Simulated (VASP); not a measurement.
# SiC (P6_3/mmc) in VASP: a series of runs

The runs below take SiC through single point, with PBE, r2SCAN.

Program: VASP 6.6.1. These are calculated values, not measurements. Logs are shortened: lines on timing, memory, paths and dates and some standing lists are left out, and cuts for length are marked.

## 1. The cell of the first run

Symmetry: P6_3/mmc, No. 194, hexagonal system. The conventional cell has a = 2.857 Å, b = 2.857 Å, c = 4.702 Å, α = 90.00°, β = 90.00°, γ = 120.00°. Within 2.7 Å of Si (site symmetry -3m) lie 6 C at 2.03 Å and 2 Si at 2.35 Å. C (site symmetry -6m2) has 6 Si at 2.03 Å within 2.7 Å.

## 2. Single point, PBE

The input, INCAR:

```
SYSTEM = SiC
PREC = Accurate
ENCUT = 520
EDIFF = 1E-6
ISMEAR = -1
SIGMA = 0.02
LREAL = .False.
LASPH = .True.
NELM = 60
ALGO = Normal
ISIF = 2
LWAVE = .False.
LCHARG = .True.
GGA = PE
LELF = .True.
LVHAR = .True.
NBANDS = 16
```

The input, KPOINTS:

```
regular mesh
0
Gamma
  9 9 4
  0 0 0
```

The input, POSCAR:

```
SiC
1.0
    2.8568528420      0.0000000000      0.0000000000
   -1.4284264210      2.4741071360      0.0000000000
    0.0000000000      0.0000000000      4.7019938879
Si C
2 2
Direct
    0.0000000000      0.0000000000      0.0000000000
    0.0000000000      0.0000000000      0.5000000000
    0.3333333333      0.6666666667      0.2500000000
    0.6666666667      0.3333333333      0.7500000000
```

Potentials or basis: VASP PAW PBE potentials, release 64 (Si, C).

Started as:

```console
> cat potpaw_PBE.64/Si/POTCAR potpaw_PBE.64/C/POTCAR > POTCAR
> mpirun -np 1 vasp_std > vasp.out
```

OUTCAR:

```text
SYSTEM = SiC
   PREC = Accurate
   ENCUT = 520
   EDIFF = 1E-6
   ISMEAR = -1
   LREAL = .False.
   LASPH = .True.
   NELM = 60
   ISIF = 2
   GGA = PE

 ion  position               nearest neighbor table
   1  0.000  0.000  0.000-   3 2.03   4 2.03   3 2.03   4 2.03   4 2.03   3 2.03   2 2.35   2 2.35

   2  0.000  0.000  0.500-   3 2.03   4 2.03   3 2.03   4 2.03   4 2.03   3 2.03   1 2.35   1 2.35

   3  0.333  0.667  0.250-   1 2.03   2 2.03   1 2.03   2 2.03   1 2.03   2 2.03
   4  0.667  0.333  0.750-   1 2.03   2 2.03   1 2.03   2 2.03   1 2.03   2 2.03

  LATTYP: Found a hexagonal cell.
 ALAT       =     2.8568528420
 C/A-ratio  =     1.6458649248

  Lattice vectors:

 A1 = (   2.8568528420,   0.0000000000,   0.0000000000)
 A2 = (  -1.4284264210,   2.4741071360,   0.0000000000)
 A3 = (   0.0000000000,   0.0000000000,   4.7019938879)

Analysis of symmetry for initial positions (statically):
=====================================================================
 Subroutine PRICEL returns:
 Original cell was already a primitive cell.

 Routine SETGRP: Setting up the symmetry group for a
 hexagonal supercell.

 Subroutine GETGRP returns: Found 24 space group operations
 (whereof 12 operations were pure point group operations)
 out of a pool of 24 trial point group operations.

The static configuration has the point symmetry D_3d.
 The point group associated with its full space group is D_6h.

Analysis of symmetry for dynamics (positions and initial velocities):
=====================================================================
 Subroutine PRICEL returns:
 Original cell was already a primitive cell.

 Routine SETGRP: Setting up the symmetry group for a
 hexagonal supercell.

 Subroutine GETGRP returns: Found 24 space group operations
 (whereof 12 operations were pure point group operations)
 out of a pool of 24 trial point group operations.

The dynamic configuration has the point symmetry D_3d.
 The point group associated with its full space group is D_6h.

 Subroutine INISYM returns: Found 24 space group operations
 (whereof 12 operations are pure point group operations),
 and found     1 'primitive' translations

----------------------------------------------------------------------------------------

                                     Primitive cell

  volume of cell :      33.2344

  direct lattice vectors                    reciprocal lattice vectors
     2.856852842  0.000000000  0.000000000     0.350035530  0.202093108  0.000000000
    -1.428426421  2.474107136  0.000000000     0.000000000  0.404186215  0.000000000
     0.000000000  0.000000000  4.701993888     0.000000000  0.000000000  0.212675734

  length of vectors
     2.856852842  2.856852842  4.701993888     0.404186215  0.404186215  0.212675734

  position of ions in fractional coordinates (direct lattice)
     0.000000000  0.000000000  0.000000000
     0.000000000  0.000000000  0.500000000
     0.333333333  0.666666667  0.250000000
     0.666666667  0.333333333  0.750000000

  ion indices of the primitive-cell ions
   primitive index   ion index
                 1           1
                 2           2
                 3           3
                 4           4

----------------------------------------------------------------------------------------

 KPOINTS: regular mesh

Automatic generation of k-mesh.
 Grid dimensions read from file:
 generate k-points for:    9    9    4

 Generating k-lattice:

  Cartesian coordinates                     Fractional coordinates (reciprocal lattice)
     0.038892837  0.022454790  0.000000000     0.111111111 -0.000000000  0.000000000
     0.000000000  0.044909579  0.000000000     0.000000000  0.111111111  0.000000000
     0.000000000  0.000000000  0.053168933     0.000000000  0.000000000  0.250000000

  Length of vectors
     0.044909579  0.044909579  0.053168933

  Shift w.r.t. Gamma in fractional coordinates (k-lattice)
     0.000000000  0.000000000  0.000000000

 Subroutine IBZKPT returns following result:
 ===========================================

 Found     36 irreducible k-points:

 Following reciprocal coordinates:
            Coordinates               Weight
  0.000000  0.000000  0.000000      1.000000
  0.111111  0.000000  0.000000      6.000000
  0.222222  0.000000  0.000000      6.000000
  0.333333  0.000000  0.000000      6.000000
  0.444444  0.000000  0.000000      6.000000
  0.111111  0.111111  0.000000      6.000000
[... 16 lines left out ...]
  0.333333  0.222222  0.250000     24.000000
  0.333333  0.333333  0.250000      4.000000
 [... further k-points ...]
   k-points           NKPTS =     36   k-points in BZ     NKDIM =     36   number of bands    NBANDS=     16
   number of dos      NEDOS =    301   number of ions     NIONS =      4
   total plane-waves  NPLWV =  20736
   dimension x,y,z NGX =    24 NGY =   24 NGZ =   36
   dimension x,y,z NGXF=    48 NGYF=   48 NGZF=   72
   ions per type =               2   2
   NGX,Y,Z   is equivalent  to a cutoff of  13.97, 13.97, 12.73 a.u.
   NGXF,Y,Z  is equivalent  to a cutoff of  27.93, 27.93, 25.46 a.u.
 SYSTEM =  SiC
   PREC   = accura    normal or accurate (medium, high low for compatibility)
   ISTART =      0    job   : 0-new  1-cont  2-samecut
   ICHARG =      2    charge: 1-file 2-atom 10-const
   ISPIN  =      1    spin polarized calculation?
   LNONCOLLINEAR =      F non collinear calculations
   LSORBIT =      F    spin-orbit coupling
   LASPH  =      T    aspherical Exc in radial PAW
   ENCUT  =  520.0 eV  38.22 Ry    6.18 a.u.   5.31  5.31  8.74*2*pi/ulx,y,z
   NELM   =     60;   NELMIN=  2; NELMDL= -5     # of ELM steps
   EDIFF  = 0.1E-05   stopping-criterion for ELM
   LREAL  =      F    real-space projection
   EDIFFG = 0.1E-04   stopping-criterion for IOM
   NSW    =      0    number of steps for IOM
   IBRION =     -1    ionic relax: 0-MD 1-quasi-New 2-CG
   NFREE  =      0    steps in history (QN), initial steepest desc. (CG)
   ISIF   =      2    stress and relaxation
   ISYM   =      2    0-nonsym 1-usesym 2-fastsym
   POTIM  = 0.5000    time-step for ionic-motion
   TEBEG  =    0.0;   TEEND  =   0.0 temperature during run
   PSTRESS=    0.0 pullay stress
   NELECT =      16.0000    total number of electrons
   NUPDOWN=      -1.0000    fix difference up-down
   EMIN   =  10.00;   EMAX   =-10.00  energy-range for DOS
   EFERMI =   0.00;   METHOD = LEGACY
   ISMEAR =    -1;   SIGMA  =   0.02  broadening in eV -4-tet -1-fermi 0-gaus
   EFERMI_NEDOS =   21; number of points for ismear=-14 and -15
   IALGO  =     38    algorithm
   IMIX   =      4    mixing-type and parameters
     AMIX     =   0.40;   BMIX     =  1.00
     AMIX_MAG =   1.60;   BMIX_MAG =  1.00
  volume/ion in A,a.u.               =       8.31        56.07
  Fermi-wavevector in a.u.,A,eV,Ry     =   1.283075  2.424660 22.399016  1.646281
  Thomas-Fermi vector in A             =   2.415349
   LORBIT       =      0    0 simple, 1 ext, 2 COOP (PROOUT), +10 PAW based schemes
   GGA     = PE    functional components
   LHFCALC =     F    Hartree Fock is set to
   AEXX    =    0.0000 exact exchange contribution
   IVDW    =     0    specifies the selected vdW correction
   LEPSILON=     F    determine dielectric tensor
   LRPA    =     F    only Hartree local field effects (RPA)
 non-spin polarized calculation
  energy-cutoff  :      520.00
  volume of cell :       33.23
 maximum number of plane-waves:       911
 NGX is ok and might be reduce to    24
   NGX = 11   NGY = 11   NGZ = 17

 number of electron      15.9999999 magnetization

 Free energy of the ion-electron system (eV)
  ---------------------------------------------------
  ext. energy  EPLUGINS =         0.00000000
  ---------------------------------------------------
  free energy    TOTEN  =       -26.96976415 eV

  energy without entropy =      -26.96930892  energy(sigma->0) =      -26.96953654

 E-fermi :  12.0102     XC(G=0): -12.6428

 val. band max:       11.9698786164   @ k =   0.2222   0.0000   0.0000
 cond. band min:      12.1657239642   @ k =   0.1111   0.0000   0.0000
 fundamental gap:      0.1958453478
 Fermi energy:        12.0101979557

 k-point     1 :       0.0000    0.0000    0.0000
  band No.  band energies     occupation
      1      -6.2061      2.00000
      2      -1.2187      2.00000
      3       0.7456      2.00000
      4      11.3094      2.00000
      5      11.3094      2.00000
      6      11.8541      1.99918
[... 8 lines left out ...]
     15      21.7944      0.00000
     16      22.1454      0.00000

 k-point     2 :       0.1111    0.0000    0.0000
  band No.  band energies     occupation
      1      -5.9399      2.00000
      2      -0.9970      2.00000
      3       1.0187      2.00000
      4       9.4608      2.00000
      5      10.4555      2.00000
      6      11.1265      2.00000
[... 8 lines left out ...]
     15      20.7718      0.00000
     16      21.5686      0.00000

 k-point     3 :       0.2222    0.0000    0.0000
  band No.  band energies     occupation
      1      -5.1459      2.00000
      2      -0.3553      2.00000
      3       1.8289      2.00000
      4       6.4577      2.00000
      5       9.1702      2.00000
      6       9.3653      2.00000
[... 8 lines left out ...]
     15      22.1564      0.00000
     16      22.4463      0.00000

 k-point     4 :       0.3333    0.0000    0.0000
  band No.  band energies     occupation
      1      -3.8417      2.00000
      2       0.5164      2.00000
      3       3.1391      2.00000
      4       3.6952      2.00000
      5       6.9185      2.00000
      6       8.5374      2.00000
[... 8 lines left out ...]
     15      24.0362      0.00000
     16      24.8690      0.00000

 k-point     5 :       0.4444    0.0000    0.0000
  band No.  band energies     occupation
      1      -2.0735      2.00000
      2      -0.0518      2.00000
      3       3.1109      2.00000
      4       4.7741      2.00000
      5       4.7879      2.00000
      6       7.5820      2.00000
[... 8 lines left out ...]
     15      24.6874      0.00000
     16      25.2014      0.00000

 k-point     6 :       0.1111    0.1111    0.0000
  band No.  band energies     occupation
      1      -5.4097      2.00000
      2      -0.5635      2.00000
      3       1.5605      2.00000
      4       8.0162      2.00000
      5       8.0727      2.00000
      6      11.1582      2.00000
[... 8 lines left out ...]
     15      22.5031      0.00000
     16      23.0858      0.00000
[... 267 lines left out ...]
 k-point    21 :       0.4444    0.1111    0.2500
  band No.  band energies     occupation
      1      -0.6625      2.00000
      2      -0.5464      2.00000
      3       2.4356      2.00000
      4       2.8092      2.00000
      5       6.2660      2.00000
      6       8.1697      2.00000
[... 8 lines left out ...]
     15      23.7334      0.00000
     16      25.8836      0.00000

 k-point    22 :       0.2222    0.2222    0.2500
  band No.  band energies     occupation
      1      -2.7200      2.00000
      2      -0.1441      2.00000
      3       4.0606      2.00000
      4       4.1210      2.00000
      5       5.8885      2.00000
      6       7.1452      2.00000
[... 8 lines left out ...]
     15      21.8911      0.00000
     16      23.9230      0.00000

 k-point    23 :       0.3333    0.2222    0.2500
  band No.  band energies     occupation
      1      -1.0169      2.00000
      2       0.5813      2.00000
      3       2.3394      2.00000
      4       3.5246      2.00000
      5       5.0401      2.00000
      6       6.4859      2.00000
[... 8 lines left out ...]
     15      23.6325      0.00000
     16      24.8637      0.00000

 k-point    24 :       0.3333    0.3333    0.2500
  band No.  band energies     occupation
      1       0.5007      2.00000
      2       0.5007      2.00000
      3       1.4218      2.00000
      4       3.9903      2.00000
      5       4.7498      2.00000
      6       4.7498      2.00000
[... 8 lines left out ...]
     15      23.9726      0.00000
     16      23.9726      0.00000

 [... further k-points ...]
[... 5 lines left out ...]
  --------------------------------------------------------------------------------------
  -------------------------------------------------------------------------------------
  Total        1.0440961      1.0440961      1.8880502      0.0000000      0.0000000     -0.0000000
  in kB       50.3341383     50.3341383     91.0197608      0.0000000      0.0000000     -0.0000000
  external PRESSURE =      63.8960125 kB  Pullay stress =       0.0000000 kB

 VOLUME and BASIS-vectors are now :
 -----------------------------------------------------------------------------
  energy-cutoff  :      520.00
  volume of cell :       33.23
      direct lattice vectors                 reciprocal lattice vectors
     2.856852842  0.000000000  0.000000000     0.350035530  0.202093108  0.000000000
    -1.428426421  2.474107136  0.000000000     0.000000000  0.404186215  0.000000000
     0.000000000  0.000000000  4.701993888     0.000000000  0.000000000  0.212675734

 POSITION                                       TOTAL-FORCE (eV/Angst)
 -----------------------------------------------------------------------------------
      0.00000      0.00000      0.00000        -0.000000      0.000000      0.000000
      0.00000      0.00000      2.35100        -0.000000      0.000000      0.000000
     -0.00000      1.64940      1.17550        -0.000000      0.000000      0.000000
      1.42843      0.82470      3.52650         0.000000     -0.000000     -0.000000
 -----------------------------------------------------------------------------------
    total drift:                               -0.000000      0.000000     -0.000000

  FREE ENERGIE OF THE ION-ELECTRON SYSTEM (eV)
  ---------------------------------------------------
  free  energy   TOTEN  =       -26.9697641524 eV

  energy  without entropy=      -26.9693089177  energy(sigma->0) =      -26.96953654
```

It took 9.9 s on 1 thread of AMD EPYC 9R45 (Zen 5), shared host; peak memory 0.12 GiB.

Results:

```yaml
Free_energy: -26.9698 eV
Pressure: 6.4 GPa
Band_gap_on_the_k_mesh: zero (band 8 reaches 12.34 eV, above the bottom of band 9 at 10.87 eV)
```

## 3. Single point, r2SCAN

POSCAR is that of step 2.

The input, INCAR.step1:

```
PREC     = Accurate       # precision mode
ENCUT    = 520            # plane-wave cutoff, eV
ISMEAR   = -1             # smearing method
SIGMA    = 0.02           # smearing width, eV
LREAL    = F              # projectors in reciprocal space
LASPH    = T              # aspherical terms in the spheres
NELM     = 80             # most SCF steps
NBANDS   = 16             # bands
GGA      = PE             # functional
ALGO     = Normal         # electronic algorithm
EDIFF    = 1E-4           # SCF threshold, eV
LWAVE    = T              # write WAVECAR
LCHARG   = F              # write CHGCAR
```

The input, INCAR.step2:

```
PREC     = Accurate       # precision mode
ENCUT    = 520            # plane-wave cutoff, eV
EDIFF    = 1E-6           # SCF threshold, eV
ISMEAR   = -1             # smearing method
SIGMA    = 0.02           # smearing width, eV
LREAL    = F              # projectors in reciprocal space
LASPH    = T              # aspherical terms in the spheres
NELM     = 80             # most SCF steps
ALGO     = Normal         # electronic algorithm
ISIF     = 2              # what is computed and relaxed
LWAVE    = F              # write WAVECAR
LCHARG   = T              # write CHGCAR
METAGGA  = R2SCAN         # meta-GGA
LMIXTAU  = T            
LELF     = T              # ELF
LVHAR    = T            
NBANDS   = 16             # bands
ISTART   = 1
```

The input, KPOINTS:

```
Automatic mesh
0
Gamma
  9 9 4
```

Potentials or basis: VASP PAW PBE potentials, release 64 (Si, C).

Started as:

```console
> cat potpaw_PBE.64/Si/POTCAR potpaw_PBE.64/C/POTCAR > POTCAR
> cp INCAR.step1 INCAR
> mpirun -np 1 vasp_std > vasp.out
> cp INCAR.step2 INCAR
> mpirun -np 1 vasp_std > vasp.out
```

It took 51 s on 1 thread of AMD EPYC 9R45 (Zen 5), shared host; peak memory 0.13 GiB.

The run converged. Its results:

```
Free energy            : -35.2103 eV
Pressure               : -0.1 GPa
Band gap on the k mesh : zero (band 8 reaches 12.37 eV, above the bottom of band 9 at 11.15 eV)
```

Stress tensor (GPa, compression positive):
```
 0.73  0.00  0.00
 0.00  0.73  0.00
 0.00  0.00 -1.72
```

Levels at points of the mesh, in eV from the Fermi level:
```
           k point  band 5  band 6  band 7  band 8  band 9  band 10  band 11  band 12
(0.00, 0.00, 0.00)   -0.97   -0.35   -0.35    0.17    5.64     6.08     8.33     8.67
(0.00, 0.00, 0.50)   -0.57   -0.57   -0.57   -0.57    6.07     6.07     7.42     7.42
```

Caveat: the PAW data sets were made with another functional, which shifts forces and pressure a little.
